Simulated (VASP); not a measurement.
# HfAl2N3 (P3m1) in VASP: further runs, part 2 of 2

VASP 6.6.1. Earlier steps stand in the parts before.

## 4. Relaxation of cell and atoms, PBE

This run uses another cell than the first one, of 13.62 Å³/atom.

Input file INCAR:

```
ALGO = Normal ; EDIFF = 1E-6
EDIFFG = -0.04 ; ENCUT = 600
GGA = PE ; IBRION = 2
ISIF = 3 ; ISMEAR = 0
LASPH = True ; LCHARG = False
LREAL = False ; LWAVE = False
NELM = 60 ; NSW = 90
PREC = Accurate ; SIGMA = 0.1
```

Input file KPOINTS:

```
k-points
0
Gamma
  6 6 1
```

Input file POSCAR:

```
HfAl2N3
1.0
    3.3980310500      0.0000000000      0.0000000000
   -1.6990155300      2.9427812100      0.0000000000
    0.0000000000      0.0000000000     16.3470875900
Hf Al N
2 4 6
Direct
    0.6666666700      0.3333333300      0.8330956700
    0.3333333300      0.6666666700      0.9997623400
    0.6666666700      0.3333333300      0.1664290000
    0.6666666700      0.3333333300      0.4997623400
    0.3333333300      0.6666666700      0.3330956700
    0.3333333300      0.6666666700      0.6664290000
    0.6666666700      0.3333333300      0.2935710000
    0.6666666700      0.3333333300      0.6269043300
    0.6666666700      0.3333333300      0.9602376600
    0.3333333300      0.6666666700      0.1269043300
    0.3333333300      0.6666666700      0.4602376600
    0.3333333300      0.6666666700      0.7935710000
```

Run with:

```sh
$ cat potpaw_PBE.64/Hf_pv/POTCAR potpaw_PBE.64/Al/POTCAR potpaw_PBE.64/N/POTCAR > POTCAR
$ mpirun -np 1 vasp_std > vasp.out
```

Wall time 11 min (1 thread of Intel Xeon Platinum 8488C (Sapphire Rapids), shared host); peak memory 0.37 GiB.

Results (log left out):

| Property | Result |
| --- | --- |
| Free energy | -100.1969 eV |
| Relaxed volume | 12.07 Å³/atom |
| Relaxed cell | a = 3.237 Å, b = 3.237 Å, c = 15.971 Å, α = 90.00°, β = 90.00°, γ = 120.00° |
| Space group after relaxing (to 0.1 Å) | P3m1 (No. 156) |
| Energy gained by relaxing | 179.6 meV/atom |
| Ionic steps | 16 |
| Pressure after relaxing | -0.1 GPa |
| Largest force after relaxing | 0.035 eV/Å |
| Band gap on the k mesh | zero (bands 31 and 32 overlap by 0.52 eV) |

Forces in eV/Å, atoms in the order of the input:
```
Hf   0.000  0.000 -0.026
Hf   0.000  0.000 -0.024
Al   0.000  0.000 -0.022
Al   0.000  0.000  0.014
Al   0.000  0.000  0.010
Al   0.000  0.000 -0.018
N    0.000  0.000  0.007
N    0.000  0.000  0.006
N    0.000  0.000  0.005
N    0.000  0.000 -0.003
N    0.000  0.000  0.035
N    0.000  0.000  0.016
```

The path:
| step | energy change (eV) | largest force (eV/Å) | pressure (GPa) | volume (Å³) |
| --- | --- | --- | --- | --- |
| 1 | 0.0000 | 2.7910 | -12.59 | 163.47 |
| 2 | -0.7748 | 2.2988 | 13.52 | 139.42 |
| 3 | -1.0023 | 2.5719 | 3.46 | 146.41 |
| 4 | -1.4929 | 1.6655 | 2.25 | 145.84 |
| 5 | -1.5454 | 2.3907 | 2.01 | 145.59 |
| 6 | -1.8483 | 1.2332 | -1.64 | 147.55 |
| 7 | -1.8589 | 1.3229 | -2.34 | 148.00 |
| 8 | -2.0088 | 0.7157 | -0.39 | 145.91 |
| 9 | -2.0693 | 0.9222 | 2.23 | 143.50 |
| 10 | -2.1423 | 0.4839 | -0.31 | 144.92 |
| 11 | -2.1426 | 0.4441 | -0.19 | 144.85 |
| 12 | -2.1507 | 0.2418 | 0.09 | 144.77 |
| 13 | -2.1525 | 0.1218 | -0.01 | 144.79 |
| 14 | -2.1543 | 0.0675 | 0.06 | 144.78 |
| 15 | -2.1543 | 0.0625 | 0.08 | 144.77 |
| 16 | -2.1546 | 0.0350 | -0.06 | 144.89 |

Final structure:
```cif
data_structure
_symmetry_space_group_name_H-M 'P 1'
_symmetry_Int_Tables_number 1
_cell_length_a 3.2365
_cell_length_b 3.2365
_cell_length_c 15.9713
_cell_angle_alpha 90.000
_cell_angle_beta 90.000
_cell_angle_gamma 120.000
_cell_volume 144.89
loop_
_atom_site_label
_atom_site_type_symbol
_atom_site_fract_x
_atom_site_fract_y
_atom_site_fract_z
_atom_site_occupancy
Hf1 Hf 0.66667 0.33333 0.82594 1
Hf2 Hf 0.33333 0.66667 0.01376 1
Al1 Al 0.66667 0.33333 0.18579 1
Al2 Al 0.66667 0.33333 0.49298 1
Al3 Al 0.33333 0.66667 0.33916 1
Al4 Al 0.33333 0.66667 0.64687 1
N1 N 0.66667 0.33333 0.30578 1
N2 N 0.66667 0.33333 0.61335 1
N3 N 0.66667 0.33333 0.95893 1
N4 N 0.33333 0.66667 0.15151 1
N5 N 0.33333 0.66667 0.45924 1
N6 N 0.33333 0.66667 0.76670 1
```

Levels at points of the mesh, in eV from the Fermi level:
```
           k point  band 28  band 29  band 30  band 31  band 32  band 33  band 34  band 35
(0.00, 0.00, 0.00)    -3.38    -3.38    -3.34    -0.28     0.79     1.47     1.83     1.83
(0.50, 0.00, 0.00)    -4.01    -3.80    -3.63    -0.21     0.23     0.47     1.82     2.33
```

Caveat: the k points lie up to 0.39 Å⁻¹ apart in the final cell, too coarse for converged energies and pressures of a metal; spin-orbit coupling is left out, which moves the levels of the heavy elements.

## 5. Single point, PBE

Input file INCAR:

```
SYSTEM = HfAl2N3
ALGO = Normal
EDIFF = 1E-6
ENCUT = 520
GGA = PE
ISIF = 2
ISMEAR = 0
LASPH = .True.
LCHARG = .False.
LREAL = .False.
LWAVE = .False.
NBANDS = 43
NELM = 80
PREC = Accurate
SIGMA = 0.1
```

Input file KPOINTS:

```
k-points
0
Gamma
  12 12 4
  0 0 0
```

Input file POSCAR:

```
HfAl2N3
1.0
    3.2424526348      0.0000000000      0.0000000000
   -1.6212263174      2.8080463523      0.0000000000
    0.0000000000      0.0000000000     15.9673990056
Hf Al N
2 4 6
Direct
    0.6666666667      0.3333333333      0.8252346334
    0.3333333333      0.6666666667      0.0129312147
    0.6666666667      0.3333333333      0.1857071516
    0.6666666667      0.3333333333      0.4931225614
    0.3333333333      0.6666666667      0.3393193502
    0.3333333333      0.6666666667      0.6467492218
    0.6666666667      0.3333333333      0.3059936866
    0.6666666667      0.3333333333      0.6134261894
    0.6666666667      0.3333333333      0.9599245986
    0.3333333333      0.6666666667      0.1515955692
    0.3333333333      0.6666666667      0.4595847555
    0.3333333333      0.6666666667      0.7664110674
```

Run with:

```sh
$ cat potpaw_PBE.64/Hf_pv/POTCAR potpaw_PBE.64/Al/POTCAR potpaw_PBE.64/N/POTCAR > POTCAR
$ mpirun -np 1 vasp_std > vasp.out
```

It took 6 min on 1 thread of Intel Xeon Platinum 8488C (Sapphire Rapids), shared host; peak memory 0.49 GiB.

The run converged. Its results:

```yaml
Free_energy: -100.1769 eV
Pressure: -0.5 GPa
Largest_force: 0.063 eV/Å
Band_gap_on_the_k_mesh: zero (bands 31 and 32 overlap by 0.76 eV)
```

Forces in eV/Å, atoms in the order of the input:
```
Hf   0.000  0.000 -0.021
Hf   0.000  0.000  0.006
Al   0.000  0.000  0.000
Al   0.000  0.000  0.004
Al   0.000  0.000  0.003
Al   0.000  0.000  0.008
N    0.000  0.000 -0.004
N    0.000  0.000  0.001
N    0.000  0.000 -0.012
N    0.000  0.000 -0.045
N    0.000  0.000 -0.004
N    0.000  0.000  0.063
```

Levels at points of the mesh, in eV from the Fermi level:
```
           k point  band 27  band 28  band 29  band 30  band 31  band 32  band 33  band 34  band 35  band 36
(0.00, 0.00, 0.00)    -3.63    -3.43    -3.43    -3.38    -0.32     0.82     1.40     1.81     1.81     2.43
(0.50, 0.00, 0.00)    -4.10    -4.05    -3.84    -3.69    -0.29     0.23     0.46     1.74     2.27     2.38
(0.00, 0.00, 0.50)    -3.63    -3.48    -3.44    -3.44    -0.13     0.48     1.63     1.81     1.81     2.37
(0.50, 0.00, 0.50)    -4.23    -3.88    -3.76    -3.75    -0.28     0.18     0.52     1.76     2.27     2.38
```

Caveat: spin-orbit coupling is left out, which moves the levels of the heavy elements.

## 6. The runs side by side

```csv
task,cell,k mesh,cutoff (eV),gap on the mesh (eV),pressure (GPa),largest force (eV/Å)
single point,"a = 3.243, b = 3.243, c = 15.984 Å, angles 90.0, 90.0, 120.0°, 12 atoms, atomic positions A",6 × 6 × 1,520,none,-0.8,0.05
single point,"a = 3.398, b = 3.398, c = 16.347 Å, angles 90.0, 90.0, 120.0°, 12 atoms, atomic positions B",6 × 6 × 1,520,none,-12.5,2.79
relaxation of cell and atoms,"relaxed from a = 3.398, b = 3.398, c = 16.347 Å, angles 90.0, 90.0, 120.0°, 12 atoms, atomic positions B",6 × 6 × 1,600,none,-0.1,0.03
single point,"a = 3.242, b = 3.242, c = 15.967 Å, angles 90.0, 90.0, 120.0°, 12 atoms, atomic positions C",12 × 12 × 4,520,none,-0.5,0.06
```

Alike in all rows: level PBE; potentials or basis VASP PAW PBE potentials, release 64 (Hf_pv, Al, N); no spin polarisation; smearing gaussian 0.1 eV.

Caveats: some runs use coarse meshes; spin-orbit coupling is left out, which moves the levels of the heavy elements; forces of over 1 eV/Å act on the atoms, so gaps and moduli don't describe the material at rest (at least some runs).

Absolute energies hang on the potentials; compare differences alone.
